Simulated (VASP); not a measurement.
# Mo (Fd-3m) in VASP: notebook, part 2 of 2

VASP 6.6.1. The steps go on from the part before.

## Step 3: Single point, PBE

File INCAR:

```
SYSTEM = Mo
PREC = Accurate ; ENCUT = 520
EDIFF = 1E-6 ; ISMEAR = -1
SIGMA = 0.1 ; LREAL = .False.
LASPH = .True. ; NELM = 100
ALGO = Normal ; ISIF = 2
LWAVE = .False. ; LCHARG = .True.
GGA = PE ; LELF = .True.
LVHAR = .True. ; NBANDS = 21
```

File KPOINTS:

```
regular mesh
0
Gamma
  15 15 15
  0 0 0
```

File POSCAR:

```
Mo
1.0
    0.0000000000      2.2226151991      2.2226151991
    2.2226151991      0.0000000000      2.2226151991
    2.2226151991      2.2226151991      0.0000000000
Mo
2
Direct
   -0.1250000000     -0.1250000000     -0.1250000000
    0.1250000000      0.1250000000      0.1250000000
```

Potentials or basis: VASP PAW PBE potentials, release 64 (Mo_sv).

Run with:

```console
$ cat potpaw_PBE.64/Mo_sv/POTCAR > POTCAR
$ mpirun -np 1 vasp_std > vasp.out
```

OUTCAR:

```text
SYSTEM = Mo
   PREC = Accurate
   ENCUT = 520
   EDIFF = 1E-6
   ISMEAR = -1
   LREAL = .False.
   LASPH = .True.
   NELM = 100
   ISIF = 2
   GGA = PE

 ion  position               nearest neighbor table
   1  0.875  0.875  0.875-   2 1.92   2 1.92   2 1.92   2 1.92
   2  0.125  0.125  0.125-   1 1.92   1 1.92   1 1.92   1 1.92

  LATTYP: Found a face centered cubic cell.
 ALAT       =     4.4452303982

  Lattice vectors:

 A1 = (   0.0000000000,   2.2226151991,   2.2226151991)
 A2 = (   2.2226151991,   0.0000000000,   2.2226151991)
 A3 = (   2.2226151991,   2.2226151991,   0.0000000000)

Analysis of symmetry for initial positions (statically):
=====================================================================
 Subroutine PRICEL returns:
 Original cell was already a primitive cell.

 Routine SETGRP: Setting up the symmetry group for a
 face centered cubic supercell.

 Subroutine GETGRP returns: Found 48 space group operations
 (whereof 12 operations were pure point group operations)
 out of a pool of 48 trial point group operations.

The static configuration has the point symmetry D_3d.
 The point group associated with its full space group is O_h .

Analysis of symmetry for dynamics (positions and initial velocities):
=====================================================================
 Subroutine PRICEL returns:
 Original cell was already a primitive cell.

 Routine SETGRP: Setting up the symmetry group for a
 face centered cubic supercell.

 Subroutine GETGRP returns: Found 48 space group operations
 (whereof 12 operations were pure point group operations)
 out of a pool of 48 trial point group operations.

The dynamic configuration has the point symmetry D_3d.
 The point group associated with its full space group is O_h .

 Subroutine INISYM returns: Found 48 space group operations
 (whereof 12 operations are pure point group operations),
 and found     1 'primitive' translations

----------------------------------------------------------------------------------------

                                     Primitive cell

  volume of cell :      21.9595

  direct lattice vectors                    reciprocal lattice vectors
     0.000000000  2.222615199  2.222615199    -0.224960218  0.224960218  0.224960218
     2.222615199  0.000000000  2.222615199     0.224960218 -0.224960218  0.224960218
     2.222615199  2.222615199  0.000000000     0.224960218  0.224960218 -0.224960218

  length of vectors
     3.143252559  3.143252559  3.143252559     0.389642527  0.389642527  0.389642527

  position of ions in fractional coordinates (direct lattice)
     0.875000000  0.875000000  0.875000000
     0.125000000  0.125000000  0.125000000

  ion indices of the primitive-cell ions
   primitive index   ion index
                 1           1
                 2           2

----------------------------------------------------------------------------------------

 KPOINTS: regular mesh

Automatic generation of k-mesh.
 Grid dimensions read from file:
 generate k-points for:   15   15   15

 Generating k-lattice:

  Cartesian coordinates                     Fractional coordinates (reciprocal lattice)
    -0.014997348  0.014997348  0.014997348     0.066666667  0.000000000  0.000000000
     0.014997348 -0.014997348  0.014997348     0.000000000  0.066666667  0.000000000
     0.014997348  0.014997348 -0.014997348     0.000000000  0.000000000  0.066666667

  Length of vectors
     0.025976168  0.025976168  0.025976168

  Shift w.r.t. Gamma in fractional coordinates (k-lattice)
     0.000000000  0.000000000  0.000000000

 Subroutine IBZKPT returns following result:
 ===========================================

 Found    120 irreducible k-points:

 Following reciprocal coordinates:
            Coordinates               Weight
  0.000000  0.000000  0.000000      1.000000
  0.066667  0.000000  0.000000      8.000000
  0.133333  0.000000  0.000000      8.000000
  0.200000  0.000000  0.000000      8.000000
  0.266667  0.000000  0.000000      8.000000
  0.333333  0.000000  0.000000      8.000000
[... 16 lines left out ...]
  0.133333  0.133333  0.000000      6.000000
  0.200000  0.133333  0.000000     24.000000
 [... further k-points ...]
   k-points           NKPTS =    120   k-points in BZ     NKDIM =    120   number of bands    NBANDS=     21
   number of dos      NEDOS =    301   number of ions     NIONS =      2
   total plane-waves  NPLWV =  13824
   dimension x,y,z NGX =    24 NGY =   24 NGZ =   24
   dimension x,y,z NGXF=    48 NGYF=   48 NGZF=   48
   ions per type =               2
   NGX,Y,Z   is equivalent  to a cutoff of  12.69, 12.69, 12.69 a.u.
   NGXF,Y,Z  is equivalent  to a cutoff of  25.39, 25.39, 25.39 a.u.
 SYSTEM =  Mo
   PREC   = accura    normal or accurate (medium, high low for compatibility)
   ISTART =      0    job   : 0-new  1-cont  2-samecut
   ICHARG =      2    charge: 1-file 2-atom 10-const
   ISPIN  =      1    spin polarized calculation?
   LNONCOLLINEAR =      F non collinear calculations
   LSORBIT =      F    spin-orbit coupling
   LASPH  =      T    aspherical Exc in radial PAW
   ENCUT  =  520.0 eV  38.22 Ry    6.18 a.u.   5.84  5.84  5.84*2*pi/ulx,y,z
   NELM   =    100;   NELMIN=  2; NELMDL= -5     # of ELM steps
   EDIFF  = 0.1E-05   stopping-criterion for ELM
   LREAL  =      F    real-space projection
   EDIFFG = 0.1E-04   stopping-criterion for IOM
   NSW    =      0    number of steps for IOM
   IBRION =     -1    ionic relax: 0-MD 1-quasi-New 2-CG
   NFREE  =      0    steps in history (QN), initial steepest desc. (CG)
   ISIF   =      2    stress and relaxation
   ISYM   =      2    0-nonsym 1-usesym 2-fastsym
   POTIM  = 0.5000    time-step for ionic-motion
   TEBEG  =    0.0;   TEEND  =   0.0 temperature during run
   PSTRESS=    0.0 pullay stress
   NELECT =      28.0000    total number of electrons
   NUPDOWN=      -1.0000    fix difference up-down
   EMIN   =  10.00;   EMAX   =-10.00  energy-range for DOS
   EFERMI =   0.00;   METHOD = LEGACY
   ISMEAR =    -1;   SIGMA  =   0.10  broadening in eV -4-tet -1-fermi 0-gaus
   EFERMI_NEDOS =   21; number of points for ismear=-14 and -15
   IALGO  =     38    algorithm
   IMIX   =      4    mixing-type and parameters
     AMIX     =   0.40;   BMIX     =  1.00
     AMIX_MAG =   1.60;   BMIX_MAG =  1.00
  volume/ion in A,a.u.               =      10.98        74.10
  Fermi-wavevector in a.u.,A,eV,Ry     =   1.775224  3.354687 42.877689  3.151421
  Thomas-Fermi vector in A             =   2.841061
   LORBIT       =      0    0 simple, 1 ext, 2 COOP (PROOUT), +10 PAW based schemes
   GGA     = PE    functional components
   LHFCALC =     F    Hartree Fock is set to
   AEXX    =    0.0000 exact exchange contribution
   IVDW    =     0    specifies the selected vdW correction
   LEPSILON=     F    determine dielectric tensor
   LRPA    =     F    only Hartree local field effects (RPA)
 non-spin polarized calculation
  energy-cutoff  :      520.00
  volume of cell :       21.96
 maximum number of plane-waves:       609
   NGX = 11   NGY = 11   NGZ = 11

 number of electron      28.0000007 magnetization

 Free energy of the ion-electron system (eV)
  ---------------------------------------------------
  ext. energy  EPLUGINS =         0.00000000
  ---------------------------------------------------
  free energy    TOTEN  =        -2.37483636 eV

  energy without entropy =       -2.33594043  energy(sigma->0) =       -2.35538839

 E-fermi :  19.1567     XC(G=0): -14.9889

 val. band max:       19.1544170385   @ k =  -0.2667   0.3333   0.0667
 cond. band min:      19.1579019969   @ k =  -0.2667   0.3333   0.1333
 fundamental gap:      0.0034849584
 Fermi energy:        19.1566869459

 k-point     1 :       0.0000    0.0000    0.0000
  band No.  band energies     occupation
      1     -45.5836      2.00000
      2     -39.5480      2.00000
      3     -20.0142      2.00000
      4     -20.0142      2.00000
      5     -20.0142      2.00000
      6     -14.9047      2.00000
[... 13 lines left out ...]
     20      31.3264      0.00000
     21      33.2458      0.00000
[... 529 lines left out ...]
 k-point    24 :       0.2000    0.1333    0.0000
  band No.  band energies     occupation
      1     -45.2355      2.00000
      2     -40.1174      2.00000
      3     -20.4718      2.00000
      4     -20.4685      2.00000
      5     -19.5067      2.00000
      6     -15.1385      2.00000
[... 13 lines left out ...]
     20      30.3167      0.00000
     21      34.0597      0.00000

 [... further k-points ...]

------------------------ aborting loop because EDIFF is reached ----------------------------------------

  FORCE on cell =-STRESS in cart. coord.  units (eV):
  Direction    XX          YY          ZZ          XY          YZ          ZX
  --------------------------------------------------------------------------------------
  -------------------------------------------------------------------------------------
  Total       52.8003266     52.8003266     52.8003266      0.0000000     -0.0000000      0.0000000
  in kB     3852.3377443   3852.3377443   3852.3377443      0.0000000     -0.0000000      0.0000000
  external PRESSURE =    3852.3377443 kB  Pullay stress =       0.0000000 kB

 VOLUME and BASIS-vectors are now :
 -----------------------------------------------------------------------------
  energy-cutoff  :      520.00
  volume of cell :       21.96
      direct lattice vectors                 reciprocal lattice vectors
     0.000000000  2.222615199  2.222615199    -0.224960218  0.224960218  0.224960218
     2.222615199  0.000000000  2.222615199     0.224960218 -0.224960218  0.224960218
     2.222615199  2.222615199  0.000000000     0.224960218  0.224960218 -0.224960218

 POSITION                                       TOTAL-FORCE (eV/Angst)
 -----------------------------------------------------------------------------------
      3.88958      3.88958      3.88958        -0.000000      0.000000     -0.000000
      0.55565      0.55565      0.55565         0.000000     -0.000000      0.000000
 -----------------------------------------------------------------------------------
    total drift:                                0.000000      0.000000      0.000000

  FREE ENERGIE OF THE ION-ELECTRON SYSTEM (eV)
  ---------------------------------------------------
  free  energy   TOTEN  =        -2.3748363600 eV

  energy  without entropy=       -2.3359404270  energy(sigma->0) =       -2.35538839
```

Run time: 34 s. Hardware: 1 thread of Intel Xeon Platinum 8259CL at 2.50GHz (Skylake/Cascade Lake), shared host; peak memory 0.16 GiB.

What came out:

```yaml
Free_energy: -2.3748 eV
Pressure: 385.2 GPa
Band_gap_on_the_k_mesh: zero (bands 14 and 15 overlap by 2.13 eV)
```

Levels at points of the mesh, in eV from the Fermi level:
```tsv
k point	band 10	band 11	band 12	band 13	band 14	band 15	band 16	band 17	band 18	band 19
(0.00, 0.00, 0.00)	-7.64	-7.64	-3.26	-3.26	-3.26	3.08	3.08	3.08	9.04	9.04
```

Caveat: atoms lie so close that the PAW spheres overlap strongly, which falsifies energies and pressures; the cell stands under pressure.
